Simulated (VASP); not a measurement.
# WS2 (C2/m) in VASP: notebook

The runs below take WS2 through single point, with PBE+D3(BJ).

All numbers are computed with VASP 6.6.1; they aren't measurements. Logs are shortened: lines on timing, memory, paths and dates and some standing lists are left out, and cuts for length are marked.

## (1) The cell of the first run

The structure is monoclinic, space group C2/m (No. 12). The conventional cell has a = 5.463 Å, b = 3.154 Å, c = 12.174 Å, α = 90.00°, β = 94.29°, γ = 90.00°. Within 3.2 Å of W (site symmetry m) lie 6 S at 2.41 Å and 6 W at 3.15 Å. Within 3.2 Å of S (site symmetry m) lie 3 W at 2.41 Å and 7 S at 3.15 Å. S (site symmetry m) has 3 W at 2.41 Å and 8 S at 3.06 to 3.15 Å within 3.2 Å.

## (2) Single point, PBE+D3(BJ) (the part above a cut slid along it)

INCAR reads:

```
SYSTEM = WS2
  ALGO = Normal
  EDIFF = 1E-6
  ENCUT = 520
  GGA = PE
  ISIF = 2
  ISMEAR = 0
  IVDW = 12
  LASPH = .True.
  LCHARG = .False.
  LREAL = .False.
  LWAVE = .False.
  NBANDS = 35
  NELM = 80
  PREC = Accurate
  SIGMA = 0.05
```

KPOINTS reads:

```
k-points
0
Gamma
  10 10 3
  0 0 0
```

POSCAR reads:

```
WS2
1.0
   -3.1542061832      0.0000000000      0.0000000000
   -1.5771030916     -2.7316226834      0.0000000000
   -3.9426000187     -2.2762611821     12.1399091344
W S
2 4
Direct
    0.1250083333      0.1250083333      0.2500000000
    0.0416916667      0.0416916667      0.7500000000
   -0.1835521743     -0.1835521743      0.6202874207
    0.5664311590      0.5664311590      0.1202874207
   -0.3997311590     -0.3997311590      0.8797125793
    0.3502521743      0.3502521743      0.3797125793
```

Potentials or basis: VASP PAW PBE potentials, release 64 (W_sv, S).

On the command line:

```
cat potpaw_PBE.64/W_sv/POTCAR potpaw_PBE.64/S/POTCAR > POTCAR
mpirun -np 1 vasp_std > vasp.out
```

OUTCAR:

```text
SYSTEM = WS2
   EDIFF = 1E-6
   ENCUT = 520
   GGA = PE
   ISIF = 2
   ISMEAR = 0
   IVDW = 12
   LASPH = .True.
   LREAL = .False.
   NELM = 80
   PREC = Accurate
 IVDW          = 12

 ion  position               nearest neighbor table
   1  0.125  0.125  0.250-   4 2.41   4 2.41   6 2.41   6 2.41   6 2.41   4 2.41
   2  0.042  0.042  0.750-   5 2.41   5 2.41   3 2.41   3 2.41   3 2.41   5 2.41
   3  0.816  0.816  0.620-   2 2.41   2 2.41   2 2.41
   4  0.566  0.566  0.120-   1 2.41   1 2.41   1 2.41
   5  0.600  0.600  0.880-   2 2.41   2 2.41   2 2.41
   6  0.350  0.350  0.380-   1 2.41   1 2.41   1 2.41

  LATTYP: Found a base centered monoclinic cell.
 ALAT       =     5.4632453668
 B/A-ratio  =     0.5773502692
 C/A-ratio  =     2.2283498400
 COS(beta)  =    -0.0748087203

  Lattice vectors:

 A1 = (  -3.1542061832,   0.0000000000,   0.0000000000)
 A2 = (  -1.5771030916,  -2.7316226834,   0.0000000000)
 A3 = (   0.7887092561,   0.4553615013,  12.1399091344)

Analysis of symmetry for initial positions (statically):
=====================================================================
 Subroutine PRICEL returns:
 Original cell was already a primitive cell.

 Routine SETGRP: Setting up the symmetry group for a
 base centered monoclinic supercell.

 Subroutine GETGRP returns: Found  4 space group operations
 (whereof  2 operations were pure point group operations)
 out of a pool of  4 trial point group operations.

The static configuration has the point symmetry C_1h.
 The point group associated with its full space group is C_2h.

Analysis of symmetry for dynamics (positions and initial velocities):
=====================================================================
 Subroutine PRICEL returns:
 Original cell was already a primitive cell.

 Routine SETGRP: Setting up the symmetry group for a
 base centered monoclinic supercell.

 Subroutine GETGRP returns: Found  4 space group operations
 (whereof  2 operations were pure point group operations)
 out of a pool of  4 trial point group operations.

The dynamic configuration has the point symmetry C_1h.
 The point group associated with its full space group is C_2h.

 Subroutine INISYM returns: Found  4 space group operations
 (whereof  2 operations are pure point group operations),
 and found     1 'primitive' translations

[... 103 lines left out ...]
   LREAL  =      F    real-space projection
   EDIFFG = 0.1E-04   stopping-criterion for IOM
   NSW    =      0    number of steps for IOM
   IBRION =     -1    ionic relax: 0-MD 1-quasi-New 2-CG
   NFREE  =      0    steps in history (QN), initial steepest desc. (CG)
   ISIF   =      2    stress and relaxation
   ISYM   =      2    0-nonsym 1-usesym 2-fastsym
   POTIM  = 0.5000    time-step for ionic-motion
   TEBEG  =    0.0;   TEEND  =   0.0 temperature during run
   PSTRESS=    0.0 pullay stress
   NELECT =      52.0000    total number of electrons
   NUPDOWN=      -1.0000    fix difference up-down
   EMIN   =  10.00;   EMAX   =-10.00  energy-range for DOS
   EFERMI =   0.00;   METHOD = LEGACY
   ISMEAR =     0;   SIGMA  =   0.05  broadening in eV -4-tet -1-fermi 0-gaus
   EFERMI_NEDOS =   21; number of points for ismear=-14 and -15
   IALGO  =     38    algorithm
   IMIX   =      4    mixing-type and parameters
     AMIX     =   0.40;   BMIX     =  1.00
     AMIX_MAG =   1.60;   BMIX_MAG =  1.00
  volume/ion in A,a.u.               =      17.43       117.64
  Fermi-wavevector in a.u.,A,eV,Ry     =   1.296882  2.450752 22.883686  1.681903
  Thomas-Fermi vector in A             =   2.428310
   LORBIT       =      0    0 simple, 1 ext, 2 COOP (PROOUT), +10 PAW based schemes
   GGA     = PE    functional components
   LHFCALC =     F    Hartree Fock is set to
   AEXX    =    0.0000 exact exchange contribution
   IVDW    =    12    specifies the selected vdW correction
   LEPSILON=     F    determine dielectric tensor
   LRPA    =     F    only Hartree local field effects (RPA)
 non-spin polarized calculation
 Gauss-broadening in eV      SIGMA  =   0.05
  energy-cutoff  :      520.00
  volume of cell :      104.60
 maximum number of plane-waves:      2833
   NGX = 11   NGY = 11   NGZ = 49

 number of electron      51.9999999 magnetization

 Free energy of the ion-electron system (eV)
  ---------------------------------------------------
  ext. energy  EPLUGINS =         0.00000000
  ---------------------------------------------------
  free energy    TOTEN  =       -47.09121036 eV

  energy without entropy =      -47.09121036  energy(sigma->0) =      -47.09121036

 E-fermi :   8.0790     XC(G=0): -11.0684

 val. band max:        7.8060067660   @ k =   0.0000   0.0000   0.0000
 cond. band min:       8.7216583666   @ k =  -0.2000   0.2000   0.0000
 fundamental gap:      0.9156516007
 Fermi energy:         8.0789846595

 k-point     1 :       0.0000    0.0000    0.0000
  band No.  band energies     occupation
      1     -66.9043      2.00000
      2     -66.9043      2.00000
      3     -31.1652      2.00000
      4     -31.1652      2.00000
      5     -30.9825      2.00000
      6     -30.9825      2.00000
[... 901 lines left out ...]
     34      12.0735      0.00000
     35      13.4819      0.00000

 [... further k-points ...]

------------------------ aborting loop because EDIFF is reached ----------------------------------------

 Edisp (eV)   -2.61015

 E8    (eV) :    -1.0968

  FORCE on cell =-STRESS in cart. coord.  units (eV):
  Direction    XX          YY          ZZ          XY          YZ          ZX
  --------------------------------------------------------------------------------------
  -------------------------------------------------------------------------------------
  Total       0.02169     0.01456     0.89312     0.00618    -0.36842    -0.63813
  in kB       0.33229     0.22299    13.68032     0.09466    -5.64326    -9.77442
  external pressure =        4.75 kB  Pullay stress =        0.00 kB

 VOLUME and BASIS-vectors are now :
 -----------------------------------------------------------------------------
  energy-cutoff  :      520.00
  volume of cell :      104.60
      direct lattice vectors                 reciprocal lattice vectors
    -3.154206183  0.000000000  0.000000000    -0.317036979  0.183041385 -0.068641370
    -1.577103092 -2.731622683  0.000000000     0.000000000 -0.366082771 -0.068641370
    -3.942600019 -2.276261182 12.139909134     0.000000000  0.000000000  0.082372939

 POSITION                                       TOTAL-FORCE (eV/Angst)
 -----------------------------------------------------------------------------------
     -1.57710     -0.91054      3.03498        -0.054899     -0.031696      0.021021
     -3.15421     -1.82108      9.10493         0.054899      0.031696     -0.021021
     -6.30841     -3.64216      7.53023        -0.007202     -0.004158     -0.008696
     -3.15421     -1.82108      1.46028        -0.128399     -0.074131      0.248990
     -6.30841     -3.64216     10.67963         0.128399      0.074131     -0.248990
     -3.15421     -1.82108      4.60968         0.007202      0.004158      0.008696
 -----------------------------------------------------------------------------------
    total drift:                               -0.000000     -0.000000     -0.000000

  FREE ENERGIE OF THE ION-ELECTRON SYSTEM (eV)
  ---------------------------------------------------
  free  energy   TOTEN  =       -49.7013587648 eV

  energy  without entropy=      -49.7013587648  energy(sigma->0) =      -49.70135876
```

OSZICAR:

```text
N       E                     dE             d eps       ncg     rms          rms(c)
DAV:   1     0.518074412736E+03    0.51807E+03   -0.28361E+04  6532   0.149E+03
DAV:   2    -0.160991926552E+02   -0.53417E+03   -0.51492E+03  6949   0.414E+02
DAV:   3    -0.489520522484E+02   -0.32853E+02   -0.32203E+02  7438   0.978E+01
DAV:   4    -0.497588852408E+02   -0.80683E+00   -0.80220E+00  7299   0.160E+01
DAV:   5    -0.497753320024E+02   -0.16447E-01   -0.16430E-01  7307   0.240E+00    0.383E+01
DAV:   6    -0.474602853134E+02    0.23150E+01   -0.81631E+00  6764   0.193E+01    0.166E+01
DAV:   7    -0.472403543551E+02    0.21993E+00   -0.27082E+00  6498   0.858E+00    0.675E+00
DAV:   8    -0.470912282663E+02    0.14913E+00   -0.40965E-01  6808   0.446E+00    0.231E+00
DAV:   9    -0.470944047357E+02   -0.31765E-02   -0.55496E-02  7185   0.121E+00    0.123E+00
DAV:  10    -0.470917104758E+02    0.26943E-02   -0.27767E-02  7058   0.108E+00    0.409E-01
DAV:  11    -0.470912290363E+02    0.48144E-03   -0.46035E-03  6627   0.424E-01    0.198E-01
DAV:  12    -0.470911924610E+02    0.36575E-04   -0.18279E-04  6759   0.817E-02    0.910E-02
DAV:  13    -0.470912091911E+02   -0.16730E-04   -0.46342E-05  6722   0.402E-02    0.534E-02
DAV:  14    -0.470912113997E+02   -0.22087E-05   -0.21572E-05  6468   0.261E-02    0.380E-02
DAV:  15    -0.470912103341E+02    0.10657E-05   -0.38308E-06  6192   0.135E-02    0.196E-02
DAV:  16    -0.470912103608E+02   -0.26759E-07   -0.11483E-06  3733   0.495E-03
   1 F= -.49701359E+02 E0= -.49701359E+02  d E =-.106747E-16
```

Wall time 5.7 min (1 thread of Intel Xeon 6975P-C (Granite Rapids), shared host); peak memory 0.39 GiB.

What came out:

```yaml
Free_energy: -49.7014 eV
Pressure: 0.5 GPa
Largest_force: 0.290 eV/Å
Band_gap_on_the_k_mesh: 0.92 eV (least direct gap 2.12 eV)
Dispersion_energy_per_atom: -0.435 eV
```

Forces on the atoms (eV/Å):
```
W   -0.055 -0.032  0.021
W    0.055  0.032 -0.021
S   -0.007 -0.004 -0.009
S   -0.128 -0.074  0.249
S    0.128  0.074 -0.249
S    0.007  0.004  0.009
```

Caveat: the cell differs from its parent crystal (the part above a cut slid along it); spin-orbit coupling is left out, which moves the levels of the heavy elements. A k mesh can miss the band edges.

## (3) Single point, PBE+D3(BJ) (the part above a cut slid along it)

INCAR reads:

```
  PREC = Accurate
  ENCUT = 520
  EDIFF = 1E-6
  ISMEAR = 0
  SIGMA = 0.05
  LREAL = False
  LASPH = True
  NELM = 60
  ALGO = Normal
  ISIF = 2
  LWAVE = False
  LCHARG = True
  GGA = PE
  IVDW = 12
  LELF = True
  LVHAR = True
  NBANDS = 35
```

KPOINTS reads:

```
Automatic mesh
0
Gamma
  10 10 3
```

POSCAR reads:

```
WS2
1.0
   -3.1542061832      0.0000000000      0.0000000000
   -1.5771030916     -2.7316226834      0.0000000000
   -0.3941180626     -0.2275441695     12.1399091344
W S
2 4
Direct
    0.3125083333      0.3125083333      0.2500000000
    0.6041916667      0.6041916667      0.7500000000
    0.2816633912      0.2816633912      0.6202874207
    0.6566467245      0.6566467245      0.1202874207
    0.2600532755      0.2600532755      0.8797125793
    0.6350366088      0.6350366088      0.3797125793
```

Potentials or basis: VASP PAW PBE potentials, release 64 (W_sv, S).

On the command line:

```
cat potpaw_PBE.64/W_sv/POTCAR potpaw_PBE.64/S/POTCAR > POTCAR
mpirun -np 1 vasp_std > vasp.out
```

Wall time 5.4 min (1 thread of Intel Xeon 6975P-C (Granite Rapids), shared host); peak memory 0.39 GiB.

Results (log left out):

```yaml
Free_energy: -49.7859 eV
Pressure: 0.0 GPa
Largest_force: 0.045 eV/Å
Band_gap_on_the_k_mesh: 0.96 eV (least direct gap 2.15 eV)
Dispersion_energy_per_atom: -0.435 eV
```

Forces in eV/Å, atoms in the order of the input:
```
W    0.023  0.013 -0.002
W   -0.023 -0.013  0.002
S    0.005  0.003 -0.003
S    0.025  0.014  0.034
S   -0.025 -0.014 -0.034
S   -0.005 -0.003  0.003
```

Stress tensor (GPa, compression positive):
```
-0.06 -0.10  0.24
-0.10  0.05  0.14
 0.24  0.14  0.12
```

Levels at points of the mesh, in eV from the valence-band top:
| k point | band 23 | band 24 | band 25 | band 26 | band 27 | band 28 | band 29 | band 30 |
| --- | --- | --- | --- | --- | --- | --- | --- | --- |
| (0.00, 0.00, 0.00) | -2.21 | -1.42 | -1.30 | 0.00 | 2.20 | 2.23 | 2.26 | 2.26 |
| (0.50, 0.00, 0.00) | -2.02 | -1.85 | -1.78 | -1.53 | 2.28 | 2.32 | 2.57 | 2.85 |
| (0.50, 0.50, 0.00) | -2.05 | -1.79 | -1.66 | -1.63 | 2.28 | 2.33 | 2.47 | 2.87 |

Caveat: the cell differs from its parent crystal (the part above a cut slid along it); spin-orbit coupling is left out, which moves the levels of the heavy elements.
